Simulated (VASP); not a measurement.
Input of a VASP 6.6.1 run:

File INCAR:

```
SYSTEM = CuF
PREC     = Accurate       ! precision mode
ENCUT    = 520            ! plane-wave cutoff, eV
EDIFF    = 1E-7           ! SCF threshold, eV
ISMEAR   = -1             ! smearing method
SIGMA    = 0.02           ! smearing width, eV
LREAL    = .False.        ! projectors in reciprocal space
LASPH    = .True.         ! aspherical terms in the spheres
NELM     = 80             ! most SCF steps
ALGO     = Normal         ! electronic algorithm
ISIF     = 2              ! what is computed and relaxed
LWAVE    = .False.        ! write WAVECAR
LCHARG   = .True.         ! write CHGCAR
GGA      = PE             ! functional
LELF     = .True.         ! ELF
LVHAR    = .True.       
NBANDS   = 26             ! bands
```

Contents of KPOINTS:

```
regular mesh
0
Gamma
  4 4 4
  0 0 0
```

POSCAR

```
CuF
1.0
    2.7625361970      0.0000000000      0.0000000000
   -1.3812680985      2.3924265254      0.0000000000
    0.0000000000      0.0000000000      6.4019833364
Cu F
2 2
Direct
    0.0000000000      0.0000000000      0.0000000000
    0.0000000000      0.0000000000      0.5000000000
    0.3333333333      0.6666666667      0.2500000000
    0.6666666667      0.3333333333      0.7500000000
```

Potentials or basis: VASP PAW PBE potentials, release 64 (Cu, F).

Command:

```bash
$ cat potpaw_PBE.64/Cu/POTCAR potpaw_PBE.64/F/POTCAR > POTCAR
$ mpirun -np 1 vasp_std > vasp.out
```

Q: Estimate the band gap on the k mesh.

A: Zero (band 18 reaches 4.83 eV, above the bottom of band 19 at 4.39 eV).

Q: What does it give for the pressure?

A: 6.2 GPa.

Stress tensor (GPa, compression positive):
```
5.36 0.00 0.00
0.00 5.36 0.00
0.00 0.00 7.93
```

Caveat: the k points lie up to 0.66 Å⁻¹ apart; semilocal functionals often make such compounds metallic where correlation or magnetic order opens a gap, which also shifts bond lengths. With open d or f shells a metallic result of PBE can be an artefact of self-interaction; +U or a hybrid may open a gap.
